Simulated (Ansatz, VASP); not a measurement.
Ru in VASP and in Ansatz

```xyz
2
Lattice="2.6731 0.0000 0.0000 -1.3366 2.3150 0.0000 0.0000 0.0000 4.2286" Properties=species:S:1:pos:R:3 pbc="T T T"
Ru    0.0000    1.5433    1.0572
Ru    1.3366    0.7717    3.1715
```

Alike in both runs: task relaxation of cell and atoms; functional LDA; k mesh 18 × 18 × 10; occupations gaussian, width 0.1 eV; no spin polarisation.

|  | VASP | Ansatz |
| --- | --- | --- |
| version | VASP 6.6.1 | Ansatz 0.2.0 |
| potentials or method | VASP PAW LDA potentials, release 64 (Ru_pv), cutoff 600 eV | scalar-relativistic, plane waves, PAW |
| valence electrons in the cell | 28 | 32 |

|  | VASP | Ansatz | Ansatz less VASP |
| --- | --- | --- | --- |
| gap on the k mesh at the Fermi level, each at its own relaxed structure (eV) | none | none | - |
| relaxed volume (Å³/atom) | 13.12 | 13.09 | -0.032 |
| relaxed cell length with the largest relative difference (Å) | 4.231 | 4.227 | -0.0042 |

Ansatz warns that its potentials were made for another functional, while VASP's fit it. LDA's correlation is that of Perdew and Zunger in VASP and of Perdew and Wang (1992) in Ansatz. A gap of «none» marks a metal or a gap that the smearing closes. VASP's potentials hold 28 valence electrons a cell and Ansatz's 32, so a difference there can come from the potentials and not from the codes.
